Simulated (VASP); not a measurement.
# CdSe (CsCl type) (Pm-3m) in VASP: further runs

CdSe (CsCl type) is run at these levels: PBE; tasks: single point.

All numbers are computed with VASP 6.6.1; they aren't measurements. Logs are shortened: lines on timing, memory, paths and dates and some standing lists are left out, and cuts for length are marked.

### 1 The cell of the first run

Symmetry: Pm-3m, No. 221, cubic system. Conventional cell: a = 2.914 Å, b = 2.914 Å, c = 2.914 Å, α = 90.00°, β = 90.00°, γ = 90.00°. Cd (site symmetry m-3m) has 8 Se at 2.52 Å and 6 Cd at 2.91 Å within 3.3 Å. Within 3.3 Å of Se (site symmetry m-3m) lie 8 Cd at 2.52 Å and 6 Se at 2.91 Å.

### 2 Single point, PBE (volume scaled by 0.55)

Contents of INCAR:

```
PREC     = Accurate       # precision mode
ENCUT    = 520            # plane-wave cutoff, eV
EDIFF    = 1E-6           # SCF threshold, eV
ISMEAR   = -1             # smearing method
SIGMA    = 0.05           # smearing width, eV
LREAL    = False          # projectors in reciprocal space
LASPH    = True           # aspherical terms in the spheres
NELM     = 80             # most SCF steps
ALGO     = Normal         # electronic algorithm
ISIF     = 2              # what is computed and relaxed
LWAVE    = False          # write WAVECAR
LCHARG   = False          # write CHGCAR
GGA      = PE             # functional
NBANDS   = 16             # bands
```

Contents of KPOINTS:

```
regular mesh
0
Gamma
  12 12 12
```

Contents of POSCAR:

```
CdSe
1.0
    2.9136479965      0.0000000000      0.0000000000
    0.0000000000      2.9136479965      0.0000000000
    0.0000000000      0.0000000000      2.9136479965
Cd Se
1 1
Direct
    0.0000000000      0.0000000000      0.0000000000
    0.5000000000      0.5000000000      0.5000000000
```

Potentials or basis: VASP PAW PBE potentials, release 64 (Cd, Se).

Run with:

```console
$ cat potpaw_PBE.64/Cd/POTCAR potpaw_PBE.64/Se/POTCAR > POTCAR
$ mpirun -np 1 vasp_std > vasp.out
```

OUTCAR:

```text
PREC = Accurate
   ENCUT = 520
   EDIFF = 1E-6
   ISMEAR = -1
   LREAL = False
   LASPH = True
   NELM = 80
   ISIF = 2
   GGA = PE

 ion  position               nearest neighbor table
   1  0.000  0.000  0.000-   2 2.52   2 2.52   2 2.52   2 2.52   2 2.52   2 2.52   2 2.52   2 2.52

   2  0.500  0.500  0.500-   1 2.52   1 2.52   1 2.52   1 2.52   1 2.52   1 2.52   1 2.52   1 2.52

  LATTYP: Found a simple cubic cell.
 ALAT       =     2.9136479965

  Lattice vectors:

 A1 = (   2.9136479965,   0.0000000000,   0.0000000000)
 A2 = (   0.0000000000,   2.9136479965,   0.0000000000)
 A3 = (   0.0000000000,   0.0000000000,   2.9136479965)

Analysis of symmetry for initial positions (statically):
=====================================================================
 Subroutine PRICEL returns:
 Original cell was already a primitive cell.

 Routine SETGRP: Setting up the symmetry group for a
 simple cubic supercell.

 Subroutine GETGRP returns: Found 48 space group operations
 (whereof 48 operations were pure point group operations)
 out of a pool of 48 trial point group operations.

The static configuration has the point symmetry O_h .

Analysis of symmetry for dynamics (positions and initial velocities):
=====================================================================
 Subroutine PRICEL returns:
 Original cell was already a primitive cell.

 Routine SETGRP: Setting up the symmetry group for a
 simple cubic supercell.

 Subroutine GETGRP returns: Found 48 space group operations
 (whereof 48 operations were pure point group operations)
 out of a pool of 48 trial point group operations.

The dynamic configuration has the point symmetry O_h .

 Subroutine INISYM returns: Found 48 space group operations
 (whereof 48 operations are pure point group operations),
 and found     1 'primitive' translations

----------------------------------------------------------------------------------------

                                     Primitive cell

  volume of cell :      24.7350

  direct lattice vectors                    reciprocal lattice vectors
     2.913647996  0.000000000  0.000000000     0.343212358  0.000000000  0.000000000
     0.000000000  2.913647996  0.000000000     0.000000000  0.343212358  0.000000000
     0.000000000  0.000000000  2.913647996     0.000000000  0.000000000  0.343212358

  length of vectors
     2.913647996  2.913647996  2.913647996     0.343212358  0.343212358  0.343212358

  position of ions in fractional coordinates (direct lattice)
     0.000000000  0.000000000  0.000000000
     0.500000000  0.500000000  0.500000000

  ion indices of the primitive-cell ions
   primitive index   ion index
                 1           1
                 2           2

----------------------------------------------------------------------------------------

 KPOINTS: regular mesh

Automatic generation of k-mesh.
 Grid dimensions read from file:
 generate k-points for:   12   12   12

 Generating k-lattice:

  Cartesian coordinates                     Fractional coordinates (reciprocal lattice)
     0.028601030  0.000000000  0.000000000     0.083333333  0.000000000  0.000000000
     0.000000000  0.028601030  0.000000000     0.000000000  0.083333333  0.000000000
     0.000000000  0.000000000  0.028601030     0.000000000  0.000000000  0.083333333

  Length of vectors
     0.028601030  0.028601030  0.028601030

  Shift w.r.t. Gamma in fractional coordinates (k-lattice)
     0.000000000  0.000000000  0.000000000

 Subroutine IBZKPT returns following result:
 ===========================================

 Found     84 irreducible k-points:

 Following reciprocal coordinates:
            Coordinates               Weight
  0.000000  0.000000  0.000000      1.000000
  0.083333  0.000000  0.000000      6.000000
  0.166667  0.000000  0.000000      6.000000
  0.250000  0.000000  0.000000      6.000000
  0.333333  0.000000  0.000000      6.000000
  0.416667  0.000000  0.000000      6.000000
[... 16 lines left out ...]
  0.333333  0.333333  0.000000     12.000000
  0.416667  0.333333  0.000000     24.000000
 [... further k-points ...]
   k-points           NKPTS =     84   k-points in BZ     NKDIM =     84   number of bands    NBANDS=     16
   number of dos      NEDOS =    301   number of ions     NIONS =      2
   total plane-waves  NPLWV =  13824
   dimension x,y,z NGX =    24 NGY =   24 NGZ =   24
   dimension x,y,z NGXF=    48 NGYF=   48 NGZF=   48
   ions per type =               1   1
   NGX,Y,Z   is equivalent  to a cutoff of  13.69, 13.69, 13.69 a.u.
   NGXF,Y,Z  is equivalent  to a cutoff of  27.39, 27.39, 27.39 a.u.
 SYSTEM =  unknown system
   PREC   = accura    normal or accurate (medium, high low for compatibility)
   ISTART =      0    job   : 0-new  1-cont  2-samecut
   ICHARG =      2    charge: 1-file 2-atom 10-const
   ISPIN  =      1    spin polarized calculation?
   LNONCOLLINEAR =      F non collinear calculations
   LSORBIT =      F    spin-orbit coupling
   LASPH  =      T    aspherical Exc in radial PAW
   ENCUT  =  520.0 eV  38.22 Ry    6.18 a.u.   5.42  5.42  5.42*2*pi/ulx,y,z
   NELM   =     80;   NELMIN=  2; NELMDL= -5     # of ELM steps
   EDIFF  = 0.1E-05   stopping-criterion for ELM
   LREAL  =      F    real-space projection
   EDIFFG = 0.1E-04   stopping-criterion for IOM
   NSW    =      0    number of steps for IOM
   IBRION =     -1    ionic relax: 0-MD 1-quasi-New 2-CG
   NFREE  =      0    steps in history (QN), initial steepest desc. (CG)
   ISIF   =      2    stress and relaxation
   ISYM   =      2    0-nonsym 1-usesym 2-fastsym
   POTIM  = 0.5000    time-step for ionic-motion
   TEBEG  =    0.0;   TEEND  =   0.0 temperature during run
   PSTRESS=    0.0 pullay stress
   NELECT =      18.0000    total number of electrons
   NUPDOWN=      -1.0000    fix difference up-down
   EMIN   =  10.00;   EMAX   =-10.00  energy-range for DOS
   EFERMI =   0.00;   METHOD = LEGACY
   ISMEAR =    -1;   SIGMA  =   0.05  broadening in eV -4-tet -1-fermi 0-gaus
   EFERMI_NEDOS =   21; number of points for ismear=-14 and -15
   IALGO  =     38    algorithm
   IMIX   =      4    mixing-type and parameters
     AMIX     =   0.40;   BMIX     =  1.00
     AMIX_MAG =   1.60;   BMIX_MAG =  1.00
  volume/ion in A,a.u.               =      12.37        83.46
  Fermi-wavevector in a.u.,A,eV,Ry     =   1.472522  2.782664 29.501816  2.168322
  Thomas-Fermi vector in A             =   2.587527
   LORBIT       =      0    0 simple, 1 ext, 2 COOP (PROOUT), +10 PAW based schemes
   GGA     = PE    functional components
   LHFCALC =     F    Hartree Fock is set to
   AEXX    =    0.0000 exact exchange contribution
   IVDW    =     0    specifies the selected vdW correction
   LEPSILON=     F    determine dielectric tensor
   LRPA    =     F    only Hartree local field effects (RPA)
 non-spin polarized calculation
  energy-cutoff  :      520.00
  volume of cell :       24.73
 maximum number of plane-waves:       691
 NGX is ok and might be reduce to    24
   NGX = 11   NGY = 11   NGZ = 11

 number of electron      17.9999995 magnetization

 Free energy of the ion-electron system (eV)
  ---------------------------------------------------
  ext. energy  EPLUGINS =         0.00000000
  ---------------------------------------------------
  free energy    TOTEN  =         1.05423956 eV

  energy without entropy =        1.06427946  energy(sigma->0) =        1.05925951

 E-fermi :  10.6684     XC(G=0): -13.6160

 val. band max:       10.6163857956   @ k =   0.4167   0.4167   0.3333
 cond. band min:      10.6915885005   @ k =   0.3333   0.1667   0.0000
 fundamental gap:      0.0752027049
 Fermi energy:        10.6684316513

 k-point     1 :       0.0000    0.0000    0.0000
  band No.  band energies     occupation
      1      -8.8086      2.00000
      2      -1.0950      2.00000
      3      -1.0950      2.00000
      4       0.6705      2.00000
      5       0.6705      2.00000
      6       0.6705      2.00000
[... 8 lines left out ...]
     15      28.1567      0.00000
     16      28.9239      0.00000

 k-point     2 :       0.0833    0.0000    0.0000
  band No.  band energies     occupation
      1      -8.6941      2.00000
      2      -1.0771      2.00000
      3      -1.0616      2.00000
      4       0.5879      2.00000
      5       0.5879      2.00000
      6       0.6755      2.00000
[... 8 lines left out ...]
     15      27.3037      0.00000
     16      28.1738      0.00000

 k-point     3 :       0.1667    0.0000    0.0000
  band No.  band energies     occupation
      1      -8.3572      2.00000
      2      -1.0276      2.00000
      3      -1.0047      2.00000
      4       0.3758      2.00000
      5       0.3758      2.00000
      6       0.6891      2.00000
[... 8 lines left out ...]
     15      25.5852      0.00000
     16      26.8716      0.00000

 k-point     4 :       0.2500    0.0000    0.0000
  band No.  band energies     occupation
      1      -7.8203      2.00000
      2      -1.0695      2.00000
      3      -0.9591      2.00000
      4       0.1124      2.00000
      5       0.1124      2.00000
      6       0.7078      2.00000
[... 8 lines left out ...]
     15      24.3479      0.00000
     16      25.7202      0.00000
[... 324 lines left out ...]
 k-point    22 :       0.5000    0.2500    0.0000
  band No.  band energies     occupation
      1      -5.8449      2.00000
      2      -1.4935      2.00000
      3      -0.3413      2.00000
      4      -0.1318      2.00000
      5       0.0358      2.00000
      6       0.4094      2.00000
[... 8 lines left out ...]
     15      25.3192      0.00000
     16      27.7383      0.00000

 k-point    23 :       0.3333    0.3333    0.0000
  band No.  band energies     occupation
      1      -6.1246      2.00000
      2      -1.1670      2.00000
      3      -0.0170      2.00000
      4      -0.0005      2.00000
      5       0.0708      2.00000
      6       0.2385      2.00000
[... 8 lines left out ...]
     15      24.2129      0.00000
     16      25.9798      0.00000

 k-point    24 :       0.4167    0.3333    0.0000
  band No.  band energies     occupation
      1      -5.8257      2.00000
      2      -1.0538      2.00000
      3       0.0162      2.00000
      4       0.0676      2.00000
      5       0.2359      2.00000
      6       0.3096      2.00000
[... 8 lines left out ...]
     15      24.2740      0.00000
     16      27.5561      0.00000

 [... further k-points ...]

------------------------ aborting loop because EDIFF is reached ----------------------------------------

  FORCE on cell =-STRESS in cart. coord.  units (eV):
  Direction    XX          YY          ZZ          XY          YZ          ZX
  --------------------------------------------------------------------------------------
  -------------------------------------------------------------------------------------
  Total       23.1908203     23.1908203     23.1908203     -0.0000000      0.0000000     -0.0000000
  in kB     1502.1574122   1502.1574122   1502.1574122     -0.0000000      0.0000000     -0.0000000
  external PRESSURE =    1502.1574122 kB  Pullay stress =       0.0000000 kB

 VOLUME and BASIS-vectors are now :
 -----------------------------------------------------------------------------
  energy-cutoff  :      520.00
  volume of cell :       24.73
      direct lattice vectors                 reciprocal lattice vectors
     2.913647996  0.000000000  0.000000000     0.343212358  0.000000000  0.000000000
     0.000000000  2.913647996  0.000000000     0.000000000  0.343212358  0.000000000
     0.000000000  0.000000000  2.913647996     0.000000000  0.000000000  0.343212358

 POSITION                                       TOTAL-FORCE (eV/Angst)
 -----------------------------------------------------------------------------------
      0.00000      0.00000      0.00000         0.000000      0.000000      0.000000
      1.45682      1.45682      1.45682         0.000000      0.000000      0.000000
 -----------------------------------------------------------------------------------
    total drift:                               -0.000000      0.000000      0.000000

  FREE ENERGIE OF THE ION-ELECTRON SYSTEM (eV)
  ---------------------------------------------------
  free  energy   TOTEN  =         1.0542395611 eV

  energy  without entropy=        1.0642794584  energy(sigma->0) =        1.05925951
```

Wall time 16 s (1 thread of Intel Xeon 6975P-C, shared host); peak memory 0.16 GiB.

What came out:

| Property | Result |
| --- | --- |
| Free energy | 1.0542 eV |
| Pressure | 150.2 GPa |
| Band gap on the k mesh | zero (band 9 reaches 11.68 eV, above the bottom of band 10 at 8.97 eV) |

Levels at points of the mesh, in eV from the Fermi level:
| k point | band 7 | band 8 | band 9 | band 10 | band 11 | band 12 |
| --- | --- | --- | --- | --- | --- | --- |
| (0.00, 0.00, 0.00) | -2.69 | -2.69 | -2.69 | 1.87 | 5.71 | 5.71 |
| (0.50, 0.00, 0.00) | -8.31 | 1.02 | 1.02 | 4.88 | 5.12 | 7.14 |
| (0.50, 0.50, 0.00) | -9.09 | -8.00 | -2.41 | 0.49 | 9.62 | 9.62 |
| (0.50, 0.50, 0.50) | -2.74 | -2.74 | -2.74 | -0.90 | -0.90 | -0.90 |

### 3 Single point, PBE (volume scaled by 0.55)

Contents of INCAR:

```
SYSTEM = CdSe
ALGO = Normal ; EDIFF = 1E-6
ENCUT = 520 ; GGA = PE
ISIF = 2 ; ISMEAR = -1
LASPH = .True. ; LCHARG = .False.
LREAL = .False. ; LWAVE = .False.
NBANDS = 16 ; NELM = 60
PREC = Accurate ; SIGMA = 0.05
```

Contents of KPOINTS:

```
k-points
0
Gamma
  12 12 12
  0 0 0
```

POSCAR is that of step 2.

Potentials or basis: VASP PAW PBE potentials, release 64 (Cd, Se).

Run with:

```console
$ cat potpaw_PBE.64/Cd/POTCAR potpaw_PBE.64/Se/POTCAR > POTCAR
$ mpirun -np 1 vasp_std > vasp.out
```

Wall time 19 s (1 thread of Intel Xeon 6975P-C, shared host); peak memory 0.17 GiB.

It converged, with:

```
Free energy            : 1.0542 eV
Pressure               : 150.2 GPa
Band gap on the k mesh : zero (band 9 reaches 11.68 eV, above the bottom of band 10 at 8.97 eV)
```

Levels at points of the mesh, in eV from the Fermi level:
```
           k point  band 5  band 6  band 7  band 8  band 9  band 10  band 11  band 12  band 13  band 14
(0.00, 0.00, 0.00)  -10.00  -10.00   -2.69   -2.69   -2.69     1.87     5.71     5.71    17.49    17.49
(0.50, 0.00, 0.00)  -11.02   -9.92   -8.31    1.02    1.02     4.88     5.12     7.14     7.14     8.32
(0.50, 0.50, 0.00)   -9.33   -9.09   -9.09   -8.00   -2.41     0.49     9.62     9.62     9.81    13.09
(0.50, 0.50, 0.50)   -9.30   -9.30   -2.74   -2.74   -2.74    -0.90    -0.90    -0.90     4.32    24.65
```

### 4 Single point, PBE (volume scaled by 0.64)

Contents of INCAR:

```
PREC = Accurate
ENCUT = 520
EDIFF = 1E-6
ISMEAR = -1
SIGMA = 0.05
LREAL = False
LASPH = True
NELM = 60
ALGO = Normal
ISIF = 2
LWAVE = False
LCHARG = False
GGA = PE
NBANDS = 16
```

Contents of KPOINTS:

```
regular mesh
0
Gamma
  12 12 12
```

Contents of POSCAR:

```
CdSe
1.0
    3.0646167961      0.0000000000      0.0000000000
    0.0000000000      3.0646167961      0.0000000000
    0.0000000000      0.0000000000      3.0646167961
Cd Se
1 1
Direct
    0.0000000000      0.0000000000      0.0000000000
    0.5000000000      0.5000000000      0.5000000000
```

Potentials or basis: VASP PAW PBE potentials, release 64 (Cd, Se).

Run with:

```console
$ cat potpaw_PBE.64/Cd/POTCAR potpaw_PBE.64/Se/POTCAR > POTCAR
$ mpirun -np 1 vasp_std > vasp.out
```

OUTCAR:

```text
PREC = Accurate
   ENCUT = 520
   EDIFF = 1E-6
   ISMEAR = -1
   LREAL = False
   LASPH = True
   NELM = 60
   ISIF = 2
   GGA = PE

 ion  position               nearest neighbor table
   1  0.000  0.000  0.000-   2 2.65   2 2.65   2 2.65   2 2.65   2 2.65   2 2.65   2 2.65   2 2.65

   2  0.500  0.500  0.500-   1 2.65   1 2.65   1 2.65   1 2.65   1 2.65   1 2.65   1 2.65   1 2.65

  LATTYP: Found a simple cubic cell.
 ALAT       =     3.0646167961

  Lattice vectors:
[... 642 lines left out ...]
 [... further k-points ...]

------------------------ aborting loop because EDIFF is reached ----------------------------------------

  FORCE on cell =-STRESS in cart. coord.  units (eV):
  Direction    XX          YY          ZZ          XY          YZ          ZX
  --------------------------------------------------------------------------------------
  -------------------------------------------------------------------------------------
  Total       13.9901413     13.9901413     13.9901413     -0.0000000     -0.0000000      0.0000000
  in kB      778.7609240    778.7609240    778.7609240     -0.0000000     -0.0000000      0.0000000
  external PRESSURE =     778.7609240 kB  Pullay stress =       0.0000000 kB

 VOLUME and BASIS-vectors are now :
 -----------------------------------------------------------------------------
  energy-cutoff  :      520.00
  volume of cell :       28.78
      direct lattice vectors                 reciprocal lattice vectors
     3.064616796  0.000000000  0.000000000     0.326305071  0.000000000  0.000000000
     0.000000000  3.064616796  0.000000000     0.000000000  0.326305071  0.000000000
     0.000000000  0.000000000  3.064616796     0.000000000  0.000000000  0.326305071

 POSITION                                       TOTAL-FORCE (eV/Angst)
 -----------------------------------------------------------------------------------
      0.00000      0.00000      0.00000         0.000000      0.000000      0.000000
      1.53231      1.53231      1.53231         0.000000      0.000000      0.000000
 -----------------------------------------------------------------------------------
    total drift:                                0.000000      0.000000      0.000000

  FREE ENERGIE OF THE ION-ELECTRON SYSTEM (eV)
  ---------------------------------------------------
  free  energy   TOTEN  =        -1.7223576925 eV

  energy  without entropy=       -1.7123331172  energy(sigma->0) =       -1.71734540
```

stdout:

```text
POSCAR found type information on POSCAR CdSe
 POSCAR found :  2 types and       2 ions
 scaLAPACK will be used
 LDA part: xc-table for (Slater+PW92), standard interpolation
 POSCAR, INCAR and KPOINTS ok, starting setup
 FFT: planning ... GRIDC
 FFT: planning ... GRID_SOFT
 FFT: planning ... GRID
 WAVECAR not read
 entering main loop
```

Wall time 16 s (1 thread of Intel Xeon 6975P-C, shared host); peak memory 0.17 GiB.

Results:

```
Free energy            : -1.7224 eV
Pressure               : 77.9 GPa
Band gap on the k mesh : zero (band 9 reaches 9.00 eV, above the bottom of band 10 at 6.80 eV)
```

Levels at points of the mesh, in eV from the Fermi level:
```tsv
k point	band 6	band 7	band 8	band 9	band 10	band 11	band 12	band 13
(0.00, 0.00, 0.00)	-9.31	-2.17	-2.17	-2.17	0.63	5.85	5.85	15.39
(0.50, 0.00, 0.00)	-9.25	-7.76	0.66	0.66	4.17	5.83	7.08	7.08
(0.50, 0.50, 0.00)	-8.05	-7.61	-7.61	-2.12	0.43	9.13	9.13	9.38
(0.50, 0.50, 0.50)	-8.81	-2.68	-2.68	-2.68	-0.13	-0.13	-0.13	3.54
```

(Part 1 of 2 ends here.)
